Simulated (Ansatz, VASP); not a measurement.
**One calculation of ScSbTe3, two programs**

```xyz
5
Lattice="5.5865 0.0000 0.0000 0.0000 5.5865 0.0000 0.0000 0.0000 5.5865" Properties=species:S:1:pos:R:3 pbc="T T T"
Sc    0.0000    0.0000    0.0000
Sb    2.7932    2.7932    2.7932
Te    0.0000    2.7932    2.7932
Te    2.7932    0.0000    2.7932
Te    2.7932    2.7932    0.0000
```

Alike in both runs: task relaxation of cell and atoms; functional PBE; k mesh 4 × 4 × 4; occupations gaussian, width 0.1 eV; no spin polarisation.

|  | VASP | Ansatz |
| --- | --- | --- |
| version | VASP 6.6.1 | Ansatz 0.2.0 |
| potentials or method | VASP PAW PBE potentials, release 64 (Sc_sv, Sb, Te), cutoff 600 eV | scalar-relativistic, plane waves, PAW |
| valence electrons in the cell | 34 | 74 |

|  | VASP | Ansatz | Ansatz less VASP |
| --- | --- | --- | --- |
| gap on the k mesh at the Fermi level, each at its own relaxed structure (eV) | none | none | - |
| relaxed volume (Å³/atom) | 36.67 | 36.73 | +0.060 |
| relaxed length of the cell vector where the two differ most in proportion (Å) | 5.681 | 5.684 | +0.0031 |

A gap of «none» marks a metal or a gap that the smearing closes. VASP's potentials hold 34 valence electrons a cell and Ansatz's 74, so a difference there can come from the potentials and not from the codes.

Spin-orbit coupling is off throughout.
